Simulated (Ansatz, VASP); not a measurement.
**One calculation of In, two programs**

```
In
1.0
     3.37691    0.00000    0.00000
     0.24723    3.36784    0.00000
    -1.81207   -1.68392    2.29876
In
1
Direct
  0.00000 0.00000 0.00000
```

Alike in both runs: task single point; functional LDA; k mesh 3 × 3 × 3; occupations fermi-dirac, width 0.1 eV; no spin polarisation.

|  | VASP | Ansatz |
| --- | --- | --- |
| version | VASP 6.6.1 | Ansatz 0.2.0 |
| potentials or method | VASP PAW LDA potentials, release 64 (In_d) | plane waves, PAW |
| plane-wave cutoff (eV) | 520 | 420 |
| valence electrons in the cell | 13 | 13 |

|  | VASP | Ansatz | Ansatz less VASP |
| --- | --- | --- | --- |
| pressure (GPa) | -2.0 | -1.9 | +0.06 |
| traceless stress, the component that is largest in VASP (GPa) | 9.61 | 9.54 | -0.076 |

LDA's correlation is that of Perdew and Zunger in VASP and of Perdew and Wang (1992) in Ansatz.

The k mesh is coarse, so the values compare programs but aren't converged.
